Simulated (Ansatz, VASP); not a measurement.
CsSnI3: VASP beside Ansatz

```xyz
5
Lattice="6.2057 0.0000 0.0000 0.0000 6.2057 0.0000 0.0000 0.0000 6.2057" Properties=species:S:1:pos:R:3 pbc="T T T"
Cs    0.0000    0.0000    0.0000
I     3.1029    3.1029    0.0000
I     3.1029    0.0000    3.1029
I     0.0000    3.1029    3.1029
Sn    3.1029    3.1029    3.1029
```

Alike in both runs: task relaxation of cell and atoms; functional revPBE; dispersion D4; k mesh 5 × 5 × 5; occupations fermi-dirac, width 0.05 eV; no spin polarisation.

|  | VASP | Ansatz |
| --- | --- | --- |
| version | VASP 6.6.1 | Ansatz 0.2.0 |
| potentials or method | VASP PAW PBE potentials, release 64 (Cs_sv, I, Sn_d) | Ansatz PAW |
| plane-wave cutoff (eV) | 600 | 420 |
| valence electrons in the cell | 44 | 74 |

Ansatz gave:

```
gap on the k mesh at the Fermi level, each at its own relaxed structure (eV) : 1.76
relaxed volume (Å³/atom)                                                     : 47.87
relaxed length of the cell vector where the two differ most in proportion (Å)              : 6.209
```

Problem. Which values does VASP return?

Solution. gap on the k mesh at the Fermi level, each at its own relaxed structure (eV): 1.75; relaxed volume (Å³/atom): 47.87; relaxed length of the cell vector where the two differ most in proportion (Å): 6.209.

VASP's potentials were made for PBE, not for revPBE. VASP's potentials hold 44 valence electrons a cell and Ansatz's 74, so a difference there can come from the potentials and not from the codes.

Neither program's run includes spin-orbit coupling. Noted on Ansatz's run: odd divisions of the mesh miss points on the zone boundary, where band edges often lie, so the gap on the mesh can be too wide; the plane-wave basis is chosen anew once the cell has moved, so the energies of steps on either side of that aren't comparable.
